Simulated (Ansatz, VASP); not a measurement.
**Two plane-wave programs on ZrC**

```
Zr C
1.0
     5.68137    0.00002    0.96900
     0.00002    6.65760   -0.00002
     0.96900   -0.00002    5.68156
Zr C
8 8
Direct
  0.99092 0.12746 0.99896
  0.99092 0.87747 0.49895
  0.99093 0.62746 0.99897
  0.99093 0.37746 0.49896
  0.49092 0.87747 0.99896
  0.49092 0.12746 0.49897
  0.49093 0.37747 0.99896
  0.49092 0.62746 0.49897
  0.24091 0.12746 0.24895
  0.24093 0.37747 0.74896
  0.24092 0.62746 0.24897
  0.24093 0.87747 0.74895
  0.74093 0.37747 0.24895
  0.74091 0.12746 0.74895
  0.74092 0.87747 0.24895
  0.74092 0.62746 0.74896
```

Change from the starting cell: atoms moved at random (sigma 0.15 Å), then relaxed.

Alike in both runs: functional PBE; k mesh 4 × 4 × 4; occupations gaussian, width 0.05 eV; no spin polarisation.

Ansatz relaxed the structure, and its values are those at the end. VASP's run is a single point on that final structure, the one shown.

|  | VASP | Ansatz |
| --- | --- | --- |
| version | VASP 6.6.1 | Ansatz 0.2.0 |
| potentials or method | VASP PAW PBE potentials, release 64 (Zr_sv, C), cutoff 520 eV | scalar-relativistic, plane waves, PAW |
| valence electrons in the cell | 128 | 128 |

Ansatz gave:

- gap on the k mesh at the Fermi level (eV): none
- pressure (GPa): 0.0

Task: Estimate VASP's values.

Result: gap on the k mesh at the Fermi level (eV): none; pressure (GPa): 0.3.

A gap of «none» marks a metal or a gap that the smearing closes.
